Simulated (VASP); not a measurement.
Input of a VASP 6.6.1 run:

Contents of INCAR:

```
SYSTEM = Ca
PREC = Accurate
ENCUT = 520
EDIFF = 1E-6
ISMEAR = 0
SIGMA = 0.1
LREAL = .False.
LASPH = .True.
NELM = 80
ALGO = Normal
ISIF = 2
LWAVE = .False.
LCHARG = .False.
GGA = PE
NBANDS = 17
```

KPOINTS

```
Automatic mesh
0
Gamma
  6 6 4
  0 0 0
```

The input POSCAR:

```
Ca
1.0
    3.9060863211      0.0000000000      0.0000000000
   -1.9530431605      3.3827699834      0.0000000000
    0.0000000000      0.0000000000      5.8028553791
Ca
2
Direct
    0.3333333333      0.6666666667      0.2500000000
    0.6666666667      0.3333333333      0.7500000000
```

Potentials or basis: VASP PAW PBE potentials, release 64 (Ca_sv).

The run is started by

```sh
$ cat potpaw_PBE.64/Ca_sv/POTCAR > POTCAR
$ mpirun -np 1 vasp_std > vasp.out
```

Question: What does it give for the band gap on the k mesh?

Answer: Zero (band 10 reaches 2.53 eV, above the bottom of band 11 at 2.05 eV).

Question: Predict the pressure.

Answer: 2.2 GPa.

Stress tensor (GPa, compression positive):
```
1.35 0.00 0.00
0.00 1.35 0.00
0.00 0.00 3.76
```

Caveat: the cell differs from its parent crystal (Mg replaced by Ca, lengths x 1.149, strained).
